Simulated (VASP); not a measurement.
# BN (F-43m) in VASP: further runs, part 2 of 3

VASP 6.6.1.

### Step 3. Vibrations by perturbation theory, PBE

This run uses another cell than the first one, of 5.94 Å³/atom, 1.059 times its volume.

INCAR

```
SYSTEM = BN
PREC = Accurate
ENCUT = 520
EDIFF = 1E-8
ISMEAR = 0
SIGMA = 0.01
LREAL = .FALSE.
LASPH = .TRUE.
NELM = 60
ALGO = Normal
ISIF = 2
LWAVE = .FALSE.
LCHARG = .FALSE.
GGA = PE
NBANDS = 11
IBRION = 8
NSW = 1
LEPSILON = .TRUE.
```

KPOINTS

```
Automatic mesh
0
G
  12 12 12
  0 0 0
```

POSCAR

```
BN
1.0
    0.0000000000      1.8107190047      1.8107190047
    1.8107190047      0.0000000000      1.8107190047
    1.8107190047      1.8107190047      0.0000000000
B N
1 1
Direct
    0.0000000000      0.0000000000      0.0000000000
    0.7500000000      0.7500000000      0.7500000000
```

Potentials or basis: VASP PAW PBE potentials, release 64 (B, N).

The run is started by

```sh
$ cat potpaw_PBE.64/B/POTCAR potpaw_PBE.64/N/POTCAR > POTCAR
$ mpirun -np 1 vasp_std > vasp.out
```

OUTCAR:

```text
SYSTEM = BN
   PREC = Accurate
   ENCUT = 520
   EDIFF = 1E-8
   ISMEAR = 0
   LREAL = .FALSE.
   LASPH = .TRUE.
   NELM = 60
   ISIF = 2
   GGA = PE
   IBRION = 8
   NSW = 1
   LEPSILON = .TRUE.

 ion  position               nearest neighbor table
   1  0.000  0.000  0.000-   2 1.57   2 1.57   2 1.57   2 1.57
   2  0.750  0.750  0.750-   1 1.57   1 1.57   1 1.57   1 1.57

  LATTYP: Found a face centered cubic cell.
 ALAT       =     3.6214380094

  Lattice vectors:

 A1 = (   0.0000000000,   1.8107190047,   1.8107190047)
 A2 = (   1.8107190047,   0.0000000000,   1.8107190047)
 A3 = (   1.8107190047,   1.8107190047,   0.0000000000)

Analysis of symmetry for initial positions (statically):
=====================================================================
 Subroutine PRICEL returns:
 Original cell was already a primitive cell.

 Routine SETGRP: Setting up the symmetry group for a
 face centered cubic supercell.

 Subroutine GETGRP returns: Found 24 space group operations
 (whereof 24 operations were pure point group operations)
 out of a pool of 48 trial point group operations.

The static configuration has the point symmetry T_d .

Analysis of symmetry for dynamics (positions and initial velocities):
=====================================================================
 Subroutine PRICEL returns:
 Original cell was already a primitive cell.

 Routine SETGRP: Setting up the symmetry group for a
 face centered cubic supercell.

 Subroutine GETGRP returns: Found 24 space group operations
 (whereof 24 operations were pure point group operations)
 out of a pool of 48 trial point group operations.

The dynamic configuration has the point symmetry T_d .

 Subroutine INISYM returns: Found 24 space group operations
 (whereof 24 operations are pure point group operations),
 and found     1 'primitive' translations

----------------------------------------------------------------------------------------

                                     Primitive cell

  volume of cell :      11.8736

  direct lattice vectors                    reciprocal lattice vectors
     0.000000000  1.810719005  1.810719005    -0.276133403  0.276133403  0.276133403
     1.810719005  0.000000000  1.810719005     0.276133403 -0.276133403  0.276133403
     1.810719005  1.810719005  0.000000000     0.276133403  0.276133403 -0.276133403

  length of vectors
     2.560743374  2.560743374  2.560743374     0.478277083  0.478277083  0.478277083

  position of ions in fractional coordinates (direct lattice)
     0.000000000  0.000000000  0.000000000
     0.750000000  0.750000000  0.750000000

[... 524 lines left out ...]
 -----------------------------------------------------------------------------
    -0.00044  1.03894  0.00000
     1.03894 -0.00044  0.00000
     0.00000  0.00000  0.00036

--------------------------------------- Ionic step        4  -------------------------------------------

------------------------ aborting loop because EDIFF is reached ----------------------------------------

[... ionic steps 5 to 6 ...]

--------------------------------------- Ionic step        7  -------------------------------------------

 Free energy of the ion-electron system (eV)
  ---------------------------------------------------
  ---------------------------------------------------
  free energy    TOTEN  =        -0.23080922 eV

  energy without entropy =       -0.23080922

------------------------ aborting loop because EDIFF is reached ----------------------------------------

 INTERNAL STRAIN TENSOR  FOR ION    2  DIRECTION 1   (eV/Angst):
 -----------------------------------------------------------------------------
     0.00810  0.00000  0.00000
     0.00000 -0.00297  1.58509
     0.00000  1.58509 -0.00297

 MACROSCOPIC STATIC DIELECTRIC TENSOR (including local field effects in DFT)
 ------------------------------------------------------
           4.611283     0.000000     0.000000
           0.000000     4.611283    -0.000000
           0.000000    -0.000000     4.611283
 ------------------------------------------------------

 PIEZOELECTRIC TENSOR (including local field effects)  for field in x, y, z        (e  Angst)
          XX          YY          ZZ          XY          YZ          ZX
  --------------------------------------------------------------------------------
  x     0.00000    -0.00000    -0.00000     0.00000     0.77033     0.00000
  y     0.00000    -0.00000     0.00000     0.00000     0.00000     0.77033
  z    -0.00000    -0.00000     0.00000     0.77033     0.00000     0.00000

 PIEZOELECTRIC TENSOR (including local field effects)  for field in x, y, z        (C/m^2)
          XX          YY          ZZ          XY          YZ          ZX
  --------------------------------------------------------------------------------
  x     0.00000    -0.00000    -0.00000     0.00000     1.03945     0.00000
  y     0.00000    -0.00000     0.00000     0.00000     0.00000     1.03945
  z    -0.00000    -0.00000     0.00000     1.03945     0.00000     0.00000

 BORN EFFECTIVE CHARGES (including local field effects) (in |e|, cummulative output)
 ---------------------------------------------------------------------------------
 ion    1
    1     1.91008     0.00000     0.00000
    2     0.00000     1.91008    -0.00000
    3    -0.00000     0.00000     1.91008
 ion    2
    1    -1.91008    -0.00000     0.00000
    2    -0.00000    -1.91008     0.00000
    3     0.00000    -0.00000    -1.91008

 INTERNAL STRAIN TENSOR FOR ION    2 for displacements in x,y,z  (eV/Angst):
          X           Y           Z          XY          YZ          ZX
  --------------------------------------------------------------------------------
  x    -0.00000     0.00000     0.00000     0.00000     1.58509     0.00000
  y     0.00000     0.00000     0.00000     0.00000     0.00000     1.58509
  z     0.00000     0.00000    -0.00000     1.58509     0.00000     0.00000

 SECOND DERIVATIVES (NOT SYMMETRIZED)
 ------------------------------------
               1X          1Y          1Z          2X          2Y          2Z
  1X   -23.927330    0.000000    0.000000   23.927330    0.000000    0.000000
  1Y     0.000000  -23.927330    0.000000    0.000000   23.927330    0.000000
  1Z     0.000000    0.000000  -23.927330    0.000000    0.000000   23.927330
  2X    23.925932    0.000000    0.000000  -23.925932    0.000000    0.000000
  2Y     0.000000   23.925932    0.000000    0.000000  -23.925932    0.000000
  2Z     0.000000    0.000000   23.925932    0.000000    0.000000  -23.925932

 Eigenvectors and eigenvalues of the dynamical matrix
 ----------------------------------------------------

   1 f  =   30.960698 THz   194.531803 2PiTHz 1032.737721 cm-1   128.043101 meV
             X         Y         Z           dx          dy          dz
      0.000000  0.000000  0.000000     0.000000    0.751198    0.000000
      2.716079  2.716079  2.716079    -0.000000   -0.660077   -0.000000
[... 21 lines left out ...]
   6 f/i=    0.000448 THz     0.002818 2PiTHz    0.014959 cm-1     0.001855 meV
             X         Y         Z           dx          dy          dz
      0.000000  0.000000  0.000000    -0.037588   -0.653305    0.086499
      2.716079  2.716079  2.716079    -0.042776   -0.743490    0.098439

--------------------------------------------------------------------------------------------------------

 MACROSCOPIC STATIC DIELECTRIC TENSOR IONIC CONTRIBUTION
 ------------------------------------------------------
           2.323841     0.000000    -0.000000
           0.000000     2.323841     0.000000
          -0.000000     0.000000     2.323841
 ------------------------------------------------------

 ELASTIC MODULI CONTR FROM IONIC RELAXATION (kBar)
 Direction    XX          YY          ZZ          XY          YZ          ZX
 --------------------------------------------------------------------------------
 XX          -0.0000     -0.0000     -0.0000      0.0000      0.0000      0.0000
 YY          -0.0000     -0.0000     -0.0000      0.0000      0.0000      0.0000
 ZZ          -0.0000     -0.0000     -0.0000      0.0000      0.0000      0.0000
 XY           0.0000      0.0000      0.0000    -12.7482      0.0000      0.0000
 YZ           0.0000      0.0000      0.0000      0.0000    -12.7482      0.0000
 ZX           0.0000      0.0000      0.0000      0.0000      0.0000    -12.7482
 --------------------------------------------------------------------------------

 PIEZOELECTRIC TENSOR IONIC CONTR  for field in x, y, z        (C/m^2)
          XX          YY          ZZ          XY          YZ          ZX
  --------------------------------------------------------------------------------
  x     0.00000     0.00000     0.00000     0.00000    -0.16196    -0.00000
  y     0.00000     0.00000     0.00000     0.00000    -0.00000    -0.16196
  z     0.00000     0.00000     0.00000    -0.16196     0.00000    -0.00000
```

stdout:

```text
POSCAR found type information on POSCAR B N
 POSCAR found :  2 types and       2 ions
 scaLAPACK will be used
 LDA part: xc-table for (Slater+PW92), standard interpolation
 POSCAR, INCAR and KPOINTS ok, starting setup
 FFT: planning ... GRIDC
 FFT: planning ... GRID_SOFT
 FFT: planning ... GRID
 WAVECAR not read
 entering main loop
[... 23 lines left out ...]
  Direction:   3
 dielectric tensor                  component  3 :     0.399     0.663     4.611
 Linear response DOF=           2
 Linear response progress:
 first order change of Fermi-energy  -0.12612E+01
 force on displaced ion       1 direction 1 : -23.927  -0.000  -0.000
 Born effective charge ion    1 direction 1 :   1.910   0.000   0.000
 Linear response progress:
 first order change of Fermi-energy   0.12614E+01
 force on displaced ion       2 direction 1 : -23.926  -0.000  -0.000
 Born effective charge ion    2 direction 1 :  -1.909   0.000   0.000
 Born effective charges drift removed
 Linear response finished
```

It took 3.9 min on 1 thread of AMD EPYC 7R43 (Zen 3), shared host; peak memory 0.16 GiB.

Results:

```yaml
Electronic_dielectric_tensor_diagonal: 4.61
Born_charges_mean_of_the_diagonal: B +1.91; N -1.91 e
Highest_phonon_frequency_at_Γ_LO-TO_splitting_left_out: 1033 cm⁻¹
```

Phonon frequencies in cm⁻¹ (negative: imaginary):
```tsv
q point	frequencies
(0.000, 0.000, 0.000)	0 0 0 1033 1033 1033
```

Electronic dielectric tensor:
```
4.61 0.00 0.00
0.00 4.61 0.00
0.00 0.00 4.61
```

Born effective charge tensors (e):
atom 1, B
```
1.91 0.00 0.00
0.00 1.91 0.00
0.00 0.00 1.91
```
atom 2, N
```
-1.91  0.00  0.00
 0.00 -1.91  0.00
 0.00  0.00 -1.91
```

Caveat: the cell wasn't relaxed at this level first, which shifts response properties.

### Step 4. Vibrations by perturbation theory, PBE

This run uses another cell than the first one, of 5.77 Å³/atom, 1.030 times its volume.

INCAR

```
PREC = Accurate
ENCUT = 520
EDIFF = 1E-8
ISMEAR = 0
SIGMA = 0.01
LREAL = F
LASPH = T
NELM = 80
ALGO = Normal
ISIF = 2
LWAVE = F
LCHARG = F
GGA = PE
NBANDS = 11
IBRION = 8
NSW = 1
LEPSILON = T
```

KPOINTS

```
regular mesh
0
Gamma
  12 12 12
```

POSCAR

```
BN
1.0
    0.0000000000      1.7940053016      1.7940053016
    1.7940053016      0.0000000000      1.7940053016
    1.7940053016      1.7940053016      0.0000000000
B N
1 1
Direct
    0.0000000000      0.0000000000      0.0000000000
    0.7500000000      0.7500000000      0.7500000000
```

Potentials or basis: VASP PAW PBE potentials, release 64 (B, N).

The run is started by

```sh
$ cat potpaw_PBE.64/B/POTCAR potpaw_PBE.64/N/POTCAR > POTCAR
$ mpirun -np 1 vasp_std > vasp.out
```

OUTCAR:

```text
PREC = Accurate
   ENCUT = 520
   EDIFF = 1E-8
   ISMEAR = 0
   LREAL = F
   LASPH = T
   NELM = 80
   ISIF = 2
   GGA = PE
   IBRION = 8
   NSW = 1
   LEPSILON = T

 ion  position               nearest neighbor table
   1  0.000  0.000  0.000-   2 1.55   2 1.55   2 1.55   2 1.55
   2  0.750  0.750  0.750-   1 1.55   1 1.55   1 1.55   1 1.55

  LATTYP: Found a face centered cubic cell.
[... 664 lines left out ...]
      0.000000  0.000000  0.000000     0.751210    0.000000    0.000000
      2.691008  2.691008  2.691008    -0.660063    0.000000    0.000000
[... 21 lines left out ...]
   6 f/i=    0.001060 THz     0.006662 2PiTHz    0.035365 cm-1     0.004385 meV
             X         Y         Z           dx          dy          dz
      0.000000  0.000000  0.000000    -0.376658   -0.064423    0.538203
      2.691008  2.691008  2.691008    -0.428670   -0.073319    0.612522

--------------------------------------------------------------------------------------------------------

 MACROSCOPIC STATIC DIELECTRIC TENSOR IONIC CONTRIBUTION
 ------------------------------------------------------
           2.202811     0.000000     0.000000
           0.000000     2.202811    -0.000000
           0.000000    -0.000000     2.202811
 ------------------------------------------------------

 ELASTIC MODULI CONTR FROM IONIC RELAXATION (kBar)
 Direction    XX          YY          ZZ          XY          YZ          ZX
 --------------------------------------------------------------------------------
 XX          -0.0000      0.0000      0.0000      0.0000     -0.0000     -0.0000
 YY           0.0000     -0.0000      0.0000      0.0000      0.0000      0.0000
 ZZ           0.0000      0.0000     -0.0000     -0.0000      0.0000     -0.0000
 XY           0.0000      0.0000     -0.0000    -44.9586     -0.0000      0.0000
 YZ          -0.0000      0.0000      0.0000     -0.0000    -44.9586     -0.0000
 ZX          -0.0000      0.0000     -0.0000      0.0000     -0.0000    -44.9586
 --------------------------------------------------------------------------------

 PIEZOELECTRIC TENSOR IONIC CONTR  for field in x, y, z        (C/m^2)
          XX          YY          ZZ          XY          YZ          ZX
  --------------------------------------------------------------------------------
  x    -0.00000     0.00000     0.00000    -0.00000    -0.29612    -0.00000
  y    -0.00000     0.00000    -0.00000     0.00000    -0.00000    -0.29612
  z     0.00000     0.00000    -0.00000    -0.29612    -0.00000     0.00000
```

stdout:

```text
POSCAR found type information on POSCAR B N
 POSCAR found :  2 types and       2 ions
 scaLAPACK will be used
 LDA part: xc-table for (Slater+PW92), standard interpolation
 POSCAR, INCAR and KPOINTS ok, starting setup
 FFT: planning ... GRIDC
 FFT: planning ... GRID_SOFT
 FFT: planning ... GRID
 WAVECAR not read
 entering main loop
[... 23 lines left out ...]
  Direction:   3
 dielectric tensor                  component  3 :     0.395     0.659     4.584
 Linear response DOF=           2
 Linear response progress:
 first order change of Fermi-energy  -0.11195E+01
 force on displaced ion       1 direction 1 : -25.599   0.000   0.000
 Born effective charge ion    1 direction 1 :   1.897   0.000   0.000
 Linear response progress:
 first order change of Fermi-energy   0.11197E+01
 force on displaced ion       2 direction 1 : -25.596   0.000   0.000
 Born effective charge ion    2 direction 1 :  -1.896   0.000   0.000
 Born effective charges drift removed
 Linear response finished
```

Run time: 2.6 min. Hardware: 1 thread of Intel Xeon 6975P-C, shared host; peak memory 0.2 GiB.

Results:

```yaml
Electronic_dielectric_tensor_diagonal: 4.58
Born_charges_mean_of_the_diagonal: B +1.90; N -1.90 e
Highest_phonon_frequency_at_Γ_LO-TO_splitting_left_out: 1068 cm⁻¹
```

Phonon frequencies in cm⁻¹ (negative: imaginary):
```csv
q point,frequencies
"(0.000, 0.000, 0.000)",0 0 0 1068 1068 1068
```

Electronic dielectric tensor:
```
4.58 0.00 0.00
0.00 4.58 0.00
0.00 0.00 4.58
```

Born effective charge tensors (e):
atom 1, B
```
1.90 0.00 0.00
0.00 1.90 0.00
0.00 0.00 1.90
```
atom 2, N
```
-1.90  0.00  0.00
 0.00 -1.90  0.00
 0.00  0.00 -1.90
```

Caveat: the cell wasn't relaxed at this level first, which shifts response properties.

(Part 2 of 3 ends here.)
